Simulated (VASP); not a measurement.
Input of a VASP 6.6.1 run:

INCAR

```
SYSTEM = PbO2
PREC     = Accurate       ! precision mode
ENCUT    = 520            ! plane-wave cutoff, eV
EDIFF    = 1E-6           ! SCF threshold, eV
ISMEAR   = -1             ! smearing method
SIGMA    = 0.03           ! smearing width, eV
LREAL    = .False.        ! projectors in reciprocal space
LASPH    = .True.         ! aspherical terms in the spheres
NELM     = 60             ! most SCF steps
ALGO     = Normal         ! electronic algorithm
ISIF     = 2              ! what is computed and relaxed
LWAVE    = .False.        ! write WAVECAR
LCHARG   = .False.        ! write CHGCAR
GGA      = PE             ! functional
NBANDS   = 20             ! bands
```

File KPOINTS:

```
Automatic mesh
0
Gamma
  9 9 9
  0 0 0
```

File POSCAR:

```
PbO2
1.0
    0.0000000000      2.5700000000      2.5700000000
    2.5700000000      0.0000000000      2.5700000000
    2.5700000000      2.5700000000      0.0000000000
Pb O
1 2
Direct
    0.0000000000      0.0000000000      0.0000000000
    0.2500000000      0.2500000000      0.2500000000
    0.7500000000      0.7500000000      0.7500000000
```

Potentials or basis: VASP PAW PBE potentials, release 64 (Pb_d, O).

Command:

```console
$ cat potpaw_PBE.64/Pb_d/POTCAR potpaw_PBE.64/O/POTCAR > POTCAR
$ mpirun -np 1 vasp_std > vasp.out
```

(1) Estimate the band gap on the k mesh.

(2) Estimate the pressure.

## Answers

(1) zero (band 13 reaches 7.67 eV, above the bottom of band 14 at 6.22 eV).

(2) 29.8 GPa.

Caveat: spin-orbit coupling is left out, which moves the levels of the heavy elements.
